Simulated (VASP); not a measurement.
# MgS (Pm-3m) in VASP: further runs

The runs below take MgS through relaxation of cell and atoms, single point, with PBE.

All numbers are computed with VASP 6.6.1; they aren't measurements. Logs are shortened: lines on timing, memory, paths and dates and some standing lists are left out, and cuts for length are marked.

## (1) The cell of the first run

Symmetry: Pm-3m, No. 221, cubic system. Conventional cell: a = 3.520 Å, b = 3.520 Å, c = 3.520 Å, α = 90.00°, β = 90.00°, γ = 90.00°. Within 4.0 Å of Mg (site symmetry m-3m) lie 8 S at 3.05 Å and 6 Mg at 3.52 Å. Within 4.0 Å of S (site symmetry m-3m) lie 8 Mg at 3.05 Å and 6 S at 3.52 Å.

## (2) Relaxation of cell and atoms, PBE

Input file INCAR:

```
PREC = Accurate ; ENCUT = 600
EDIFF = 1E-7 ; ISMEAR = 0
SIGMA = 0.1 ; LREAL = False
LASPH = True ; NELM = 60
ALGO = Normal ; ISIF = 3
LWAVE = False ; LCHARG = False
GGA = PE ; IBRION = 2
NSW = 90 ; EDIFFG = -0.04
```

Input file KPOINTS:

```
Automatic mesh
0
Gamma
  6 6 6
```

Input file POSCAR:

```
MgS
1.0
    3.5203296200      0.0000000000      0.0000000000
    0.0000000000      3.5203296200      0.0000000000
    0.0000000000      0.0000000000      3.5203296200
Mg S
1 1
Direct
    0.5000000000      0.5000000000      0.5000000000
    0.0000000000      0.0000000000      0.0000000000
```

Potentials or basis: VASP PAW PBE potentials, release 64 (Mg, S).

On the command line:

```console
> cat potpaw_PBE.64/Mg/POTCAR potpaw_PBE.64/S/POTCAR > POTCAR
> mpirun -np 1 vasp_std > vasp.out
```

OUTCAR:

```text
PREC = Accurate
   ENCUT = 600
   EDIFF = 1E-7
   ISMEAR = 0
   LREAL = False
   LASPH = True
   NELM = 60
   ISIF = 3
   GGA = PE
   IBRION = 2
   NSW = 90
   EDIFFG = -0.04

 ion  position               nearest neighbor table
   1  0.500  0.500  0.500-   2 3.05   2 3.05   2 3.05   2 3.05   2 3.05   2 3.05   2 3.05   2 3.05

   2  0.000  0.000  0.000-   1 3.05   1 3.05   1 3.05   1 3.05   1 3.05   1 3.05   1 3.05   1 3.05

  LATTYP: Found a simple cubic cell.
 ALAT       =     3.5203296200

  Lattice vectors:

 A1 = (   3.5203296200,   0.0000000000,   0.0000000000)
 A2 = (   0.0000000000,   3.5203296200,   0.0000000000)
 A3 = (   0.0000000000,   0.0000000000,   3.5203296200)

Analysis of symmetry for initial positions (statically):
=====================================================================
 Subroutine PRICEL returns:
 Original cell was already a primitive cell.

 Routine SETGRP: Setting up the symmetry group for a
 simple cubic supercell.

 Subroutine GETGRP returns: Found 48 space group operations
 (whereof 48 operations were pure point group operations)
 out of a pool of 48 trial point group operations.

The static configuration has the point symmetry O_h .

Analysis of symmetry for dynamics (positions and initial velocities):
=====================================================================
 Subroutine PRICEL returns:
 Original cell was already a primitive cell.

 Routine SETGRP: Setting up the symmetry group for a
 simple cubic supercell.

 Subroutine GETGRP returns: Found 48 space group operations
 (whereof 48 operations were pure point group operations)
 out of a pool of 48 trial point group operations.

The dynamic configuration has the point symmetry O_h .

 Subroutine INISYM returns: Found 48 space group operations
 (whereof 48 operations are pure point group operations),
 and found     1 'primitive' translations

----------------------------------------------------------------------------------------

                                     Primitive cell

  volume of cell :      43.6265

  direct lattice vectors                    reciprocal lattice vectors
     3.520329620  0.000000000  0.000000000     0.284064309  0.000000000  0.000000000
     0.000000000  3.520329620  0.000000000     0.000000000  0.284064309  0.000000000
     0.000000000  0.000000000  3.520329620     0.000000000  0.000000000  0.284064309

  length of vectors
     3.520329620  3.520329620  3.520329620     0.284064309  0.284064309  0.284064309

  position of ions in fractional coordinates (direct lattice)
     0.500000000  0.500000000  0.500000000
     0.000000000  0.000000000  0.000000000

  ion indices of the primitive-cell ions
   primitive index   ion index
                 1           1
                 2           2

----------------------------------------------------------------------------------------

 KPOINTS: Automatic mesh

Automatic generation of k-mesh.
 Grid dimensions read from file:
 generate k-points for:    6    6    6

 Generating k-lattice:

  Cartesian coordinates                     Fractional coordinates (reciprocal lattice)
     0.047344051  0.000000000  0.000000000     0.166666667  0.000000000  0.000000000
     0.000000000  0.047344051  0.000000000     0.000000000  0.166666667  0.000000000
     0.000000000  0.000000000  0.047344051     0.000000000  0.000000000  0.166666667

  Length of vectors
     0.047344051  0.047344051  0.047344051

  Shift w.r.t. Gamma in fractional coordinates (k-lattice)
     0.000000000  0.000000000  0.000000000

 Subroutine IBZKPT returns following result:
 ===========================================

 Found     20 irreducible k-points:

 Following reciprocal coordinates:
            Coordinates               Weight
  0.000000  0.000000  0.000000      1.000000
  0.166667  0.000000  0.000000      6.000000
  0.333333  0.000000  0.000000      6.000000
  0.500000  0.000000  0.000000      3.000000
  0.166667  0.166667  0.000000     12.000000
  0.333333  0.166667  0.000000     24.000000
[... 12 lines left out ...]
  0.500000  0.500000  0.333333      6.000000
  0.500000  0.500000  0.500000      1.000000
   k-points           NKPTS =     20   k-points in BZ     NKDIM =     20   number of bands    NBANDS=      8
   number of dos      NEDOS =    301   number of ions     NIONS =      2
   total plane-waves  NPLWV =  21952
   dimension x,y,z NGX =    28 NGY =   28 NGZ =   28
   dimension x,y,z NGXF=    56 NGYF=   56 NGZF=   56
   ions per type =               1   1
   NGX,Y,Z   is equivalent  to a cutoff of  13.22, 13.22, 13.22 a.u.
   NGXF,Y,Z  is equivalent  to a cutoff of  26.45, 26.45, 26.45 a.u.
 SYSTEM =  unknown system
   PREC   = accura    normal or accurate (medium, high low for compatibility)
   ISTART =      0    job   : 0-new  1-cont  2-samecut
   ICHARG =      2    charge: 1-file 2-atom 10-const
   ISPIN  =      1    spin polarized calculation?
   LNONCOLLINEAR =      F non collinear calculations
   LSORBIT =      F    spin-orbit coupling
   LASPH  =      T    aspherical Exc in radial PAW
   ENCUT  =  600.0 eV  44.10 Ry    6.64 a.u.   7.03  7.03  7.03*2*pi/ulx,y,z
   NELM   =     60;   NELMIN=  2; NELMDL= -5     # of ELM steps
   EDIFF  = 0.1E-06   stopping-criterion for ELM
   LREAL  =      F    real-space projection
   EDIFFG = -.4E-01   stopping-criterion for IOM
   NSW    =     90    number of steps for IOM
   IBRION =      2    ionic relax: 0-MD 1-quasi-New 2-CG
   NFREE  =      1    steps in history (QN), initial steepest desc. (CG)
   ISIF   =      3    stress and relaxation
   ISYM   =      2    0-nonsym 1-usesym 2-fastsym
   POTIM  = 0.5000    time-step for ionic-motion
   TEBEG  =    0.0;   TEEND  =   0.0 temperature during run
   PSTRESS=    0.0 pullay stress
   NELECT =       8.0000    total number of electrons
   NUPDOWN=      -1.0000    fix difference up-down
   EMIN   =  10.00;   EMAX   =-10.00  energy-range for DOS
   EFERMI =   0.00;   METHOD = LEGACY
   ISMEAR =     0;   SIGMA  =   0.10  broadening in eV -4-tet -1-fermi 0-gaus
   EFERMI_NEDOS =   21; number of points for ismear=-14 and -15
   IALGO  =     38    algorithm
   IMIX   =      4    mixing-type and parameters
     AMIX     =   0.40;   BMIX     =  1.00
     AMIX_MAG =   1.60;   BMIX_MAG =  1.00
  volume/ion in A,a.u.               =      21.81       147.20
  Fermi-wavevector in a.u.,A,eV,Ry     =   0.930083  1.757601 11.769768  0.865054
  Thomas-Fermi vector in A             =   2.056433
   LORBIT       =      0    0 simple, 1 ext, 2 COOP (PROOUT), +10 PAW based schemes
   GGA     = PE    functional components
   LHFCALC =     F    Hartree Fock is set to
   AEXX    =    0.0000 exact exchange contribution
   IVDW    =     0    specifies the selected vdW correction
   LEPSILON=     F    determine dielectric tensor
   LRPA    =     F    only Hartree local field effects (RPA)
 conjugate gradient relaxation of ions
 non-spin polarized calculation
 Gauss-broadening in eV      SIGMA  =   0.10
  energy-cutoff  :      600.00
  volume of cell :       43.63
 maximum number of plane-waves:      1472
   NGX = 15   NGY = 15   NGZ = 15

--------------------------------------- Ionic step        1  -------------------------------------------

 number of electron       8.0000000 magnetization

 Free energy of the ion-electron system (eV)
  ---------------------------------------------------
  ext. energy  EPLUGINS =         0.00000000
  ---------------------------------------------------
  free energy    TOTEN  =        -6.92951908 eV

  energy without entropy =       -6.92706585  energy(sigma->0) =       -6.92829247

 E-fermi :   3.3599     XC(G=0):  -8.9622

 val. band max:        3.2788872183   @ k =   0.5000   0.3333   0.0000
 cond. band min:       3.4144389775   @ k =   0.5000   0.5000   0.0000
 fundamental gap:      0.1355517592
 Fermi energy:         3.3598960866

 k-point     1 :       0.0000    0.0000    0.0000
  band No.  band energies     occupation
      1      -9.2590      2.00000
      2       2.3516      2.00000
      3       2.3516      2.00000
      4       2.3516      2.00000
      5       3.1049      1.99969
      6       8.2959      0.00000
      7       8.2959      0.00000
      8      13.7442      0.00000

 k-point     2 :       0.1667    0.0000    0.0000
  band No.  band energies     occupation
      1      -9.0985      2.00000
      2       0.5915      2.00000
      3       2.4783      2.00000
      4       2.4783      2.00000
      5       4.3400      0.00000
      6       8.6222      0.00000
      7       9.1434      0.00000
      8      12.5613      0.00000
[... 254 lines left out ...]
 POSITION                                       TOTAL-FORCE (eV/Angst)
 -----------------------------------------------------------------------------------
      1.64611      1.64611      1.64611        -0.000000      0.000000      0.000000
      0.00000      0.00000      0.00000         0.000000     -0.000000      0.000000
 -----------------------------------------------------------------------------------
    total drift:                               -0.000000     -0.000000     -0.000000

  FREE ENERGIE OF THE ION-ELECTRON SYSTEM (eV)
  ---------------------------------------------------
  free  energy   TOTEN  =        -7.2497211878 eV

  energy  without entropy=       -7.2456307514  energy(sigma->0) =       -7.24767597

--------------------------------------- Ionic step        3  -------------------------------------------

 number of electron       8.0000001 magnetization

 Free energy of the ion-electron system (eV)
  ---------------------------------------------------
  ext. energy  EPLUGINS =         0.00000000
  ---------------------------------------------------
  free energy    TOTEN  =        -7.25331306 eV

  energy without entropy =       -7.24902500  energy(sigma->0) =       -7.25116903

 E-fermi :   5.3383     XC(G=0):  -9.8317

 val. band max:        5.3252107410   @ k =   0.5000   0.5000   0.1667
 cond. band min:       5.5013730091   @ k =   0.5000   0.5000   0.0000
 fundamental gap:      0.1761622681
 Fermi energy:         5.3382734849

 k-point     1 :       0.0000    0.0000    0.0000
  band No.  band energies     occupation
      1      -8.6133      2.00000
      2       4.0427      2.00000
      3       4.0427      2.00000
      4       4.0427      2.00000
      5       6.1728      0.00000
      6       9.7633      0.00000
      7       9.7633      0.00000
      8      17.8199      0.00000

 k-point     2 :       0.1667    0.0000    0.0000
  band No.  band energies     occupation
      1      -8.3788      2.00000
      2       2.0366      2.00000
      3       4.2048      2.00000
      4       4.2048      2.00000
      5       7.2443      0.00000
      6      10.1372      0.00000
      7      11.3108      0.00000
      8      15.6704      0.00000
[... 218 lines left out ...]
 POSITION                                       TOTAL-FORCE (eV/Angst)
 -----------------------------------------------------------------------------------
      1.63487      1.63487      1.63487        -0.000000      0.000000      0.000000
      0.00000      0.00000      0.00000         0.000000     -0.000000      0.000000
 -----------------------------------------------------------------------------------
    total drift:                               -0.000000     -0.000000     -0.000000

  FREE ENERGIE OF THE ION-ELECTRON SYSTEM (eV)
  ---------------------------------------------------
  free  energy   TOTEN  =        -7.2533130597 eV

  energy  without entropy=       -7.2490249980  energy(sigma->0) =       -7.25116903

 reached required accuracy - stopping structural energy minimisation
```

Wall time 15 s (1 thread of Intel Xeon 6975P-C, shared host); peak memory 0.16 GiB.

What came out:

```yaml
Free_energy: -7.2533 eV
Relaxed_volume: 17.48 Å³/atom
Relaxed_cell: a = 3.270 Å, b = 3.270 Å, c = 3.270 Å, α = 90.00°, β = 90.00°, γ = 90.00°
Space_group_after_relaxing_to_0.05_Å: Pm-3m (No. 221)
Energy_gained_by_relaxing: 161.9 meV/atom
Ionic_steps: 3
Pressure_after_relaxing: -0.1 GPa
```

Step by step:
```tsv
step	energy change (eV)	largest force (eV/Å)	pressure (GPa)	volume (Å³)
1	0.0000	0.0000	-9.87	43.63
2	-0.3202	0.0000	-1.46	35.68
3	-0.3238	0.0000	-0.10	34.96
```

Final structure:
```
CELL_PARAMETERS angstrom
3.26974 0.00000 0.00000
0.00000 3.26974 0.00000
0.00000 0.00000 3.26974
ATOMIC_POSITIONS crystal
Mg 0.50000 0.50000 0.50000
S 0.00000 0.00000 0.00000
```

Caveat: the volume moved by over 15 % at a fixed basis, so the end points are rough.

## (3) Single point, PBE

This run uses another cell than the first one, of 17.58 Å³/atom, 0.806 times its volume.

Input file INCAR:

```
SYSTEM = MgS
ALGO = Normal
EDIFF = 1E-6
ENCUT = 520
GGA = PE
ISIF = 2
ISMEAR = 0
LASPH = .TRUE.
LCHARG = .TRUE.
LELF = .TRUE.
LREAL = .FALSE.
LVHAR = .TRUE.
LWAVE = .FALSE.
NBANDS = 11
NELM = 80
PREC = Accurate
SIGMA = 0.1
```

Input file KPOINTS:

```
k-points
0
G
  16 16 16
  0 0 0
```

Input file POSCAR:

```
MgS
1.0
    3.2757611872      0.0000000000      0.0000000000
    0.0000000000      3.2757611872      0.0000000000
    0.0000000000      0.0000000000      3.2757611872
Mg S
1 1
Direct
    0.5000000000      0.5000000000      0.5000000000
    0.0000000000      0.0000000000      0.0000000000
```

Potentials or basis: VASP PAW PBE potentials, release 64 (Mg, S).

On the command line:

```console
> cat potpaw_PBE.64/Mg/POTCAR potpaw_PBE.64/S/POTCAR > POTCAR
> mpirun -np 1 vasp_std > vasp.out
```

It took 17 s on 1 thread of Intel Xeon 6975P-C, shared host; peak memory 0.19 GiB.

Results (log left out):

| Quantity | Value |
| --- | --- |
| Free energy | -7.2570 eV |
| Pressure | -0.3 GPa |
| Band gap on the k mesh | zero (band 4 reaches 5.35 eV, above the bottom of band 5 at 5.12 eV) |

Levels at points of the mesh, in eV from the Fermi level:
| k point | band 2 | band 3 | band 4 | band 5 | band 6 | band 7 |
| --- | --- | --- | --- | --- | --- | --- |
| (0.00, 0.00, 0.00) | -1.27 | -1.27 | -1.27 | 0.80 | 4.44 | 4.44 |
| (0.50, 0.00, 0.00) | -6.57 | -0.53 | -0.53 | 3.84 | 6.19 | 7.24 |
| (0.50, 0.50, 0.00) | -4.93 | -4.93 | -0.36 | 0.18 | 7.65 | 8.37 |
| (0.50, 0.50, 0.50) | -3.67 | -3.67 | -3.67 | 1.70 | 1.70 | 1.70 |

## (4) Relaxation of cell and atoms, PBE

This run uses another cell than the first one, of 17.58 Å³/atom, 0.806 times its volume.

Input file INCAR:

```
ALGO     = Normal         # electronic algorithm
EDIFF    = 1E-6           # SCF threshold, eV
EDIFFG   = -0.01          # ionic threshold
ENCUT    = 600            # plane-wave cutoff, eV
GGA      = PE             # functional
IBRION   = 2              # ionic algorithm
ISIF     = 3              # what is computed and relaxed
ISMEAR   = 0              # smearing method
LASPH    = True           # aspherical terms in the spheres
LCHARG   = False          # write CHGCAR
LREAL    = False          # projectors in reciprocal space
LWAVE    = False          # write WAVECAR
NELM     = 80             # most SCF steps
NSW      = 100            # ionic steps
PREC     = Accurate       # precision mode
SIGMA    = 0.1            # smearing width, eV
```

Input file KPOINTS:

```
k-points
0
Gamma
  16 16 16
```

POSCAR is that of step 3.

On the command line:

```console
> cat potpaw_PBE.64/Mg/POTCAR potpaw_PBE.64/S/POTCAR > POTCAR
> mpirun -np 1 vasp_std > vasp.out
```

Wall time 50 s (1 thread of Intel Xeon 6975P-C, shared host); peak memory 0.21 GiB.

It converged, with:

| Quantity | Value |
| --- | --- |
| Free energy | -7.2573 eV |
| Relaxed volume | 17.49 Å³/atom |
| Relaxed cell | a = 3.271 Å, b = 3.271 Å, c = 3.271 Å, α = 90.00°, β = 90.00°, γ = 90.00° |
| Space group after relaxing (to 0.05 Å) | Pm-3m (No. 221) |
| Energy gained by relaxing | 0.1 meV/atom |
| Ionic steps | 2 |
| Pressure after relaxing | 0.0 GPa |
| Band gap on the k mesh | zero (band 4 reaches 5.40 eV, above the bottom of band 5 at 5.16 eV) |

The path:
```csv
step,energy change (eV),largest force (eV/Å),pressure (GPa),volume (Å³)
1,0.0000,0.0000,-0.30,35.15
2,-0.0001,0.0000,0.04,34.99
```

Final structure:
```yaml
crystal:
  lattice:
    - [3.27060, 0.00000, 0.00000]
    - [0.00000, 3.27060, 0.00000]
    - [0.00000, 0.00000, 3.27060]
  atoms:
    - { symbol: Mg, position: [0.50000, 0.50000, 0.50000] }
    - { symbol: S, position: [0.00000, 0.00000, 0.00000] }
```

Levels at points of the mesh, in eV from the Fermi level:
| k point | band 1 | band 2 | band 3 | band 4 | band 5 | band 6 | band 7 | band 8 |
| --- | --- | --- | --- | --- | --- | --- | --- | --- |
| (0.00, 0.00, 0.00) | -13.93 | -1.28 | -1.28 | -1.28 | 0.83 | 4.43 | 4.43 | 12.47 |
| (0.50, 0.00, 0.00) | -12.76 | -6.60 | -0.53 | -0.53 | 3.87 | 6.23 | 7.24 | 7.46 |
| (0.50, 0.50, 0.00) | -11.81 | -4.96 | -4.96 | -0.37 | 0.19 | 7.66 | 8.40 | 8.40 |
| (0.50, 0.50, 0.50) | -10.93 | -3.69 | -3.69 | -3.69 | 1.70 | 1.70 | 1.70 | 5.29 |

## (5) Overview

```csv
task,cell,k mesh,cutoff (eV),gap on the mesh (eV),pressure (GPa),relaxed volume (Å³/atom)
relaxation of cell and atoms,"relaxed from a = 3.520 Å, 2 atoms",6 × 6 × 6,600,-,-0.1,17.48
single point,"a = 3.276 Å, 2 atoms",16 × 16 × 16,520,none,-0.3,-
relaxation of cell and atoms,"relaxed from a = 3.276 Å, 2 atoms",16 × 16 × 16,600,none,0.0,17.49
```

Alike in all rows: level PBE; potentials or basis VASP PAW PBE potentials, release 64 (Mg, S); no spin polarisation; smearing gaussian 0.1 eV.

Caveats: the volume moved by over 15 % at a fixed basis, so the end points are rough (some runs).

Absolute energies hang on the potentials; compare differences alone.
